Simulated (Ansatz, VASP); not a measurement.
## One calculation of AgO, two programs

```
Ag O
1.0
     0.00000    2.34780    2.52840
     2.34780    0.00000    2.52840
     2.34780    2.34780    0.00000
Ag O
1 1
Direct
  0.00000 0.00000 0.00000
  0.75000 0.75000 0.75000
```

Change from the starting cell: strain -0.025 along x and y, +0.050 along z, atoms carried along.

Alike in both runs: task single point; functional PBEsol; k mesh 18 × 18 × 18; occupations gaussian, width 0.15 eV; no spin polarisation.

|  | VASP | Ansatz |
| --- | --- | --- |
| version | VASP 6.6.1 | Ansatz 0.2.0 |
| potentials or method | VASP PAW PBE potentials, release 64 (Ag, O), cutoff 520 eV | scalar-relativistic, plane waves, PAW |
| valence electrons in the cell | 17 | 25 |

|  | VASP | Ansatz | Ansatz less VASP |
| --- | --- | --- | --- |
| gap on the k mesh at the Fermi level (eV) | none | none | - |
| pressure (GPa) | 10.6 | 10.8 | +0.23 |
| traceless stress, the component that is largest in VASP (GPa) | 1.42 | 1.43 | +0.009 |

VASP's potentials were made for PBE, not for PBEsol. A gap of «none» marks a metal or a gap that the smearing closes. VASP's potentials hold 17 valence electrons a cell and Ansatz's 25, so a difference there can come from the potentials and not from the codes.
